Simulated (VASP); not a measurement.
# P in VASP: further runs, part 2 of 2

VASP 6.6.1. Earlier steps stand in the parts before.

## (3) Single point, PBE

This run uses another cell than the first one, of 14.61 Å³/atom.

The input, INCAR:

```
  PREC = Accurate
  ENCUT = 520
  EDIFF = 1E-7
  ISMEAR = 0
  SIGMA = 0.1
  LREAL = False
  LASPH = True
  NELM = 60
  ALGO = Normal
  ISIF = 2
  LWAVE = False
  LCHARG = False
  GGA = PE
  NBANDS = 8
```

The input, KPOINTS:

```
regular mesh
0
Gamma
  22 22 22
```

The input, POSCAR:

```
P
1.0
    2.4444874140      0.0000000000      0.0000000000
    0.0000000000      2.4444874140      0.0000000000
    0.0000000000      0.0000000000      2.4444874140
P
1
Direct
    0.0000000000      0.0000000000      0.0000000000
```

Potentials or basis: VASP PAW PBE potentials, release 64 (P).

Run with:

```
$ cat potpaw_PBE.64/P/POTCAR > POTCAR
$ mpirun -np 1 vasp_std > vasp.out
```

OUTCAR:

```text
PREC = Accurate
   ENCUT = 520
   EDIFF = 1E-7
   ISMEAR = 0
   LREAL = False
   LASPH = True
   NELM = 60
   ISIF = 2
   GGA = PE

 ion  position               nearest neighbor table
   1  0.000  0.000  0.000-

  LATTYP: Found a simple cubic cell.
 ALAT       =     2.4444874140

  Lattice vectors:

 A1 = (   2.4444874140,   0.0000000000,   0.0000000000)
 A2 = (   0.0000000000,   2.4444874140,   0.0000000000)
 A3 = (   0.0000000000,   0.0000000000,   2.4444874140)

Analysis of symmetry for initial positions (statically):
=====================================================================
 Subroutine PRICEL returns:
 Original cell was already a primitive cell.

 Routine SETGRP: Setting up the symmetry group for a
 simple cubic supercell.

 Subroutine GETGRP returns: Found 48 space group operations
 (whereof 48 operations were pure point group operations)
 out of a pool of 48 trial point group operations.

The static configuration has the point symmetry O_h .

Analysis of symmetry for dynamics (positions and initial velocities):
=====================================================================
 Subroutine PRICEL returns:
 Original cell was already a primitive cell.

 Routine SETGRP: Setting up the symmetry group for a
 simple cubic supercell.

 Subroutine GETGRP returns: Found 48 space group operations
 (whereof 48 operations were pure point group operations)
 out of a pool of 48 trial point group operations.

The dynamic configuration has the point symmetry O_h .

 Subroutine INISYM returns: Found 48 space group operations
 (whereof 48 operations are pure point group operations),
 and found     1 'primitive' translations

----------------------------------------------------------------------------------------

                                     Primitive cell

  volume of cell :      14.6071

  direct lattice vectors                    reciprocal lattice vectors
     2.444487414  0.000000000  0.000000000     0.409083718  0.000000000  0.000000000
     0.000000000  2.444487414  0.000000000     0.000000000  0.409083718  0.000000000
     0.000000000  0.000000000  2.444487414     0.000000000  0.000000000  0.409083718

  length of vectors
     2.444487414  2.444487414  2.444487414     0.409083718  0.409083718  0.409083718

  position of ions in fractional coordinates (direct lattice)
     0.000000000  0.000000000  0.000000000

  ion indices of the primitive-cell ions
   primitive index   ion index
                 1           1

----------------------------------------------------------------------------------------

 KPOINTS: regular mesh

Automatic generation of k-mesh.
 Grid dimensions read from file:
 generate k-points for:   22   22   22

 Generating k-lattice:

  Cartesian coordinates                     Fractional coordinates (reciprocal lattice)
     0.018594714  0.000000000  0.000000000     0.045454545  0.000000000  0.000000000
     0.000000000  0.018594714  0.000000000     0.000000000  0.045454545  0.000000000
     0.000000000  0.000000000  0.018594714     0.000000000  0.000000000  0.045454545

  Length of vectors
     0.018594714  0.018594714  0.018594714

  Shift w.r.t. Gamma in fractional coordinates (k-lattice)
     0.000000000  0.000000000  0.000000000

 Subroutine IBZKPT returns following result:
 ===========================================

 Found    364 irreducible k-points:

 Following reciprocal coordinates:
            Coordinates               Weight
  0.000000  0.000000  0.000000      1.000000
  0.045455  0.000000  0.000000      6.000000
  0.090909  0.000000  0.000000      6.000000
  0.136364  0.000000  0.000000      6.000000
  0.181818  0.000000  0.000000      6.000000
  0.227273  0.000000  0.000000      6.000000
[... 16 lines left out ...]
  0.500000  0.045455  0.000000     12.000000
  0.090909  0.090909  0.000000     12.000000
 [... further k-points ...]
   k-points           NKPTS =    364   k-points in BZ     NKDIM =    364   number of bands    NBANDS=      8
   number of dos      NEDOS =    301   number of ions     NIONS =      1
   total plane-waves  NPLWV =   5832
   dimension x,y,z NGX =    18 NGY =   18 NGZ =   18
   dimension x,y,z NGXF=    36 NGYF=   36 NGZF=   36
   ions per type =               1
   NGX,Y,Z   is equivalent  to a cutoff of  12.24, 12.24, 12.24 a.u.
   NGXF,Y,Z  is equivalent  to a cutoff of  24.48, 24.48, 24.48 a.u.
 SYSTEM =  unknown system
   PREC   = accura    normal or accurate (medium, high low for compatibility)
   ISTART =      0    job   : 0-new  1-cont  2-samecut
   ICHARG =      2    charge: 1-file 2-atom 10-const
   ISPIN  =      1    spin polarized calculation?
   LNONCOLLINEAR =      F non collinear calculations
   LSORBIT =      F    spin-orbit coupling
   LASPH  =      T    aspherical Exc in radial PAW
   ENCUT  =  520.0 eV  38.22 Ry    6.18 a.u.   4.55  4.55  4.55*2*pi/ulx,y,z
   NELM   =     60;   NELMIN=  2; NELMDL= -5     # of ELM steps
   EDIFF  = 0.1E-06   stopping-criterion for ELM
   LREAL  =      F    real-space projection
   EDIFFG = 0.1E-05   stopping-criterion for IOM
   NSW    =      0    number of steps for IOM
   IBRION =     -1    ionic relax: 0-MD 1-quasi-New 2-CG
   NFREE  =      0    steps in history (QN), initial steepest desc. (CG)
   ISIF   =      2    stress and relaxation
   ISYM   =      2    0-nonsym 1-usesym 2-fastsym
   POTIM  = 0.5000    time-step for ionic-motion
   TEBEG  =    0.0;   TEEND  =   0.0 temperature during run
   PSTRESS=    0.0 pullay stress
   NELECT =       5.0000    total number of electrons
   NUPDOWN=      -1.0000    fix difference up-down
   EMIN   =  10.00;   EMAX   =-10.00  energy-range for DOS
   EFERMI =   0.00;   METHOD = LEGACY
   ISMEAR =     0;   SIGMA  =   0.10  broadening in eV -4-tet -1-fermi 0-gaus
   EFERMI_NEDOS =   21; number of points for ismear=-14 and -15
   IALGO  =     38    algorithm
   IMIX   =      4    mixing-type and parameters
     AMIX     =   0.40;   BMIX     =  1.00
     AMIX_MAG =   1.60;   BMIX_MAG =  1.00
  volume/ion in A,a.u.               =      14.61        98.57
  Fermi-wavevector in a.u.,A,eV,Ry     =   1.145189  2.164093 17.843456  1.311457
  Thomas-Fermi vector in A             =   2.281878
   LORBIT       =      0    0 simple, 1 ext, 2 COOP (PROOUT), +10 PAW based schemes
   GGA     = PE    functional components
   LHFCALC =     F    Hartree Fock is set to
   AEXX    =    0.0000 exact exchange contribution
   IVDW    =     0    specifies the selected vdW correction
   LEPSILON=     F    determine dielectric tensor
   LRPA    =     F    only Hartree local field effects (RPA)
 non-spin polarized calculation
 Gauss-broadening in eV      SIGMA  =   0.10
  energy-cutoff  :      520.00
  volume of cell :       14.61
 maximum number of plane-waves:       406
   NGX =  9   NGY =  9   NGZ =  9

 number of electron       4.9999999 magnetization

 Free energy of the ion-electron system (eV)
  ---------------------------------------------------
  ext. energy  EPLUGINS =         0.00000000
  ---------------------------------------------------
  free energy    TOTEN  =        -5.27564585 eV

  energy without entropy =       -5.27446318  energy(sigma->0) =       -5.27505452

 E-fermi :   9.5602     XC(G=0): -11.2650

 val. band max:        9.5355788433   @ k =   0.4545   0.2727   0.2727
 cond. band min:       9.6110589335   @ k =   0.3182   0.2273   0.1364
 fundamental gap:      0.0754800902
 Fermi energy:         9.5601833490

 k-point     1 :       0.0000    0.0000    0.0000
  band No.  band energies     occupation
      1      -6.8705      2.00000
      2      14.5982      0.00000
      3      14.5982      0.00000
      4      14.5982      0.00000
      5      16.4067      0.00000
      6      16.4067      0.00000
      7      23.8425      0.00000
      8      33.9798      0.00000

 k-point     2 :       0.0455    0.0000    0.0000
  band No.  band energies     occupation
      1      -6.8235      2.00000
      2      13.5846      0.00000
      3      14.6353      0.00000
      4      14.6353      0.00000
      5      16.4443      0.00000
      6      17.3645      0.00000
      7      24.0031      0.00000
      8      33.6038      0.00000
[... 221 lines left out ...]
 k-point    23 :       0.5000    0.0455    0.0000
  band No.  band energies     occupation
      1      -2.5191      2.00000
      2       1.0041      2.00000
      3      16.5281      0.00000
      4      17.4380      0.00000
      5      19.7372      0.00000
      6      23.0011      0.00000
      7      23.9868      0.00000
      8      26.8950      0.00000

 k-point    24 :       0.0909    0.0909    0.0000
  band No.  band energies     occupation
      1      -6.4946      2.00000
      2      11.7463      0.00000
      3      12.6759      0.00000
      4      14.8931      0.00000
      5      17.8907      0.00000
      6      19.9263      0.00000
      7      24.9876      0.00000
      8      31.2409      0.00000

 [... further k-points ...]
[... 5 lines left out ...]
  --------------------------------------------------------------------------------------
  -------------------------------------------------------------------------------------
  Total       -0.0252365     -0.0252365     -0.0252365     -0.0000000      0.0000000     -0.0000000
  in kB       -2.7680699     -2.7680699     -2.7680699     -0.0000000      0.0000000     -0.0000000
  external PRESSURE =      -2.7680699 kB  Pullay stress =       0.0000000 kB

 VOLUME and BASIS-vectors are now :
 -----------------------------------------------------------------------------
  energy-cutoff  :      520.00
  volume of cell :       14.61
      direct lattice vectors                 reciprocal lattice vectors
     2.444487414  0.000000000  0.000000000     0.409083718  0.000000000  0.000000000
     0.000000000  2.444487414  0.000000000     0.000000000  0.409083718  0.000000000
     0.000000000  0.000000000  2.444487414     0.000000000  0.000000000  0.409083718

 POSITION                                       TOTAL-FORCE (eV/Angst)
 -----------------------------------------------------------------------------------
      0.00000      0.00000      0.00000         0.000000      0.000000      0.000000
 -----------------------------------------------------------------------------------
    total drift:                               -0.000000      0.000000      0.000000

  FREE ENERGIE OF THE ION-ELECTRON SYSTEM (eV)
  ---------------------------------------------------
  free  energy   TOTEN  =        -5.2756458521 eV

  energy  without entropy=       -5.2744631822  energy(sigma->0) =       -5.27505452
```

stdout:

```text
POSCAR found type information on POSCAR P
 POSCAR found :  1 types and       1 ions
 scaLAPACK will be used
 LDA part: xc-table for (Slater+PW92), standard interpolation
 POSCAR, INCAR and KPOINTS ok, starting setup
 FFT: planning ... GRIDC
 FFT: planning ... GRID_SOFT
 FFT: planning ... GRID
 WAVECAR not read
 entering main loop
```

Wall time 42 s (1 thread of Intel Xeon 8259CL, shared host); peak memory 0.14 GiB.

What came out:

* Free energy: -5.2756 eV
* Pressure: -0.3 GPa
* Band gap on the k mesh: zero (an odd number of electrons rules out a gap without spin polarisation)

Levels at points of the mesh, in eV from the Fermi level:
| k point | band 1 | band 2 | band 3 | band 4 | band 5 | band 6 | band 7 |
| --- | --- | --- | --- | --- | --- | --- | --- |
| (0.00, 0.00, 0.00) | -16.43 | 5.04 | 5.04 | 5.04 | 6.85 | 6.85 | 14.28 |
| (0.50, 0.00, 0.00) | -12.13 | -8.60 | 7.84 | 7.84 | 9.40 | 14.39 | 14.39 |
| (0.50, 0.50, 0.00) | -7.46 | -5.22 | -5.22 | 1.05 | 10.44 | 16.91 | 16.91 |
| (0.50, 0.50, 0.50) | -2.14 | -2.14 | -2.14 | -1.66 | 4.73 | 4.73 | 4.73 |

## (4) Single point, PBE

This run uses another cell than the first one: it holds 4 atoms, not 1.

The input, INCAR:

```
SYSTEM = P
PREC = Accurate
ENCUT = 520
EDIFF = 1E-6
ISMEAR = 0
SIGMA = 0.2
LREAL = .False.
LASPH = .True.
NELM = 60
ALGO = Normal
ISIF = 2
LWAVE = .False.
LCHARG = .True.
GGA = PE
LELF = .True.
LVHAR = .True.
NBANDS = 18
```

The input, KPOINTS:

```
Automatic mesh
0
Gamma
  8 6 4
  0 0 0
```

The input, POSCAR:

```
P
1.0
    1.2320534474     -2.1285626638      0.0003578192
   -4.1896173746     -2.4246475455     -0.0001061451
    0.0014510899      0.0006421914     -4.9184461997
P
4
Direct
    0.2500235087      0.0000821766      0.7499587453
    0.2500367544      0.0001034981      0.2500323347
    0.2499713212      0.4999279391      0.7498461236
    0.2499684157      0.4998863862      0.2501627964
```

Run with:

```
$ cat potpaw_PBE.64/P/POTCAR > POTCAR
$ mpirun -np 1 vasp_std > vasp.out
```

Run time: 2 min. Hardware: 1 thread of Intel Xeon 8259CL, shared host; peak memory 0.21 GiB.

It converged, with:

```
Free energy            : -21.0201 eV
Pressure               : -0.2 GPa
Band gap on the k mesh : zero (bands 10 and 11 overlap by 7.53 eV)
```

Forces on the atoms (eV/Å):
```
P    0.000  0.000 -0.002
P    0.000  0.001  0.001
P    0.000  0.000 -0.003
P    0.000 -0.001  0.003
```

Levels at points of the mesh, in eV from the Fermi level:
```tsv
k point	band 8	band 9	band 10	band 11	band 12	band 13
(0.00, 0.00, 0.00)	-5.15	0.98	4.69	4.70	5.38	6.64
(0.50, 0.00, 0.00)	-5.15	-2.45	-2.14	-2.14	-1.79	0.94
(0.00, 0.50, 0.00)	-2.93	0.49	0.50	5.80	5.80	5.81
(0.50, 0.50, 0.00)	-4.17	-4.16	-4.16	0.49	0.50	2.31
(0.00, 0.00, 0.50)	-3.23	0.45	0.46	5.74	5.74	5.88
(0.50, 0.00, 0.50)	-4.28	-4.01	-4.00	0.19	0.20	2.28
(0.00, 0.50, 0.50)	-2.48	-1.06	-1.06	-1.05	-1.05	6.82
(0.50, 0.50, 0.50)	-6.19	0.39	0.40	0.40	0.41	3.32
```

## (5) Relaxation of cell and atoms, PBE

The input, INCAR:

```
SYSTEM = P
ALGO = Normal
EDIFF = 1E-6
EDIFFG = -0.01
ENCUT = 600
GGA = PE
IBRION = 2
ISIF = 3
ISMEAR = 0
LASPH = .True.
LCHARG = .False.
LREAL = .False.
LWAVE = .False.
NELM = 60
NSW = 100
PREC = Accurate
SIGMA = 0.1
```

The input, KPOINTS:

```
k-points
0
Gamma
  22 22 22
  0 0 0
```

The input, POSCAR:

```
P
1.0
    2.4463205084      0.0000000000      0.0000000000
    0.0000000000      2.4463205084      0.0000000000
    0.0000000000      0.0000000000      2.4463205084
P
1
Direct
    0.0000000000      0.0000000000      0.0000000000
```

Run with:

```
$ cat potpaw_PBE.64/P/POTCAR > POTCAR
$ mpirun -np 1 vasp_std > vasp.out
```

Run time: 54 s. Hardware: 1 thread of Intel Xeon 8259CL, shared host; peak memory 0.15 GiB.

The run converged. Its results:

```yaml
Free_energy: -5.2759 eV
Relaxed_volume: 14.58 Å³/atom
Relaxed_cell: a = 2.443 Å, b = 2.443 Å, c = 2.443 Å, α = 90.00°, β = 90.00°, γ = 90.00°
Space_group_after_relaxing_to_0.1_Å: Pm-3m (No. 221)
Energy_gained_by_relaxing: 0.1 meV/atom
Ionic_steps: 3
Pressure_after_relaxing: 0.0 GPa
Band_gap_on_the_k_mesh: zero (an odd number of electrons rules out a gap without spin polarisation)
```

Step by step:
```tsv
step	energy change (eV)	largest force (eV/Å)	pressure (GPa)	volume (Å³)
1	0.0000	0.0000	-0.52	14.64
2	-0.0001	0.0000	0.29	14.54
3	-0.0001	0.0000	0.00	14.58
```

Final structure:
```xyz
1
Lattice="2.4427 0.0000 0.0000 0.0000 2.4427 0.0000 0.0000 0.0000 2.4427" Properties=species:S:1:pos:R:3 pbc="T T T"
P     0.0000    0.0000    0.0000
```

Levels at points of the mesh, in eV from the Fermi level:
```
           k point  band 1  band 2  band 3  band 4  band 5  band 6
(0.00, 0.00, 0.00)  -16.45    5.05    5.05    5.05    6.84    6.84
(0.50, 0.00, 0.00)  -12.14   -8.62    7.86    7.86    9.40   14.40
(0.50, 0.50, 0.00)   -7.46   -5.23   -5.23    1.04   10.47   16.92
(0.50, 0.50, 0.50)   -2.15   -2.15   -2.15   -1.64    4.72    4.72
```

## (6) Overview

| task | cell | k mesh | cutoff (eV) | smearing | gap on the mesh (eV) | pressure (GPa) |
| --- | --- | --- | --- | --- | --- | --- |
| single point | a = 2.446 Å, 1 atom, atomic positions A | 8 × 8 × 8 | 520 | gaussian 0.1 eV | none | -0.6 |
| single point | a = 2.444 Å, 1 atom, atomic positions A | 22 × 22 × 22 | 520 | gaussian 0.1 eV | none | -0.3 |
| single point | a = 2.459, b = 4.841, c = 4.918 Å, 4 atoms, atomic positions B | 8 × 6 × 4 | 520 | gaussian 0.2 eV | none | -0.2 |
| relaxation of cell and atoms | relaxed from a = 2.446 Å, 1 atom, atomic positions A | 22 × 22 × 22 | 600 | gaussian 0.1 eV | none | 0.0 |

Alike in all rows: level PBE; potentials or basis VASP PAW PBE potentials, release 64 (P); no spin polarisation.

Total energies depend on the potentials used, so only differences within one code and one set of settings carry meaning.
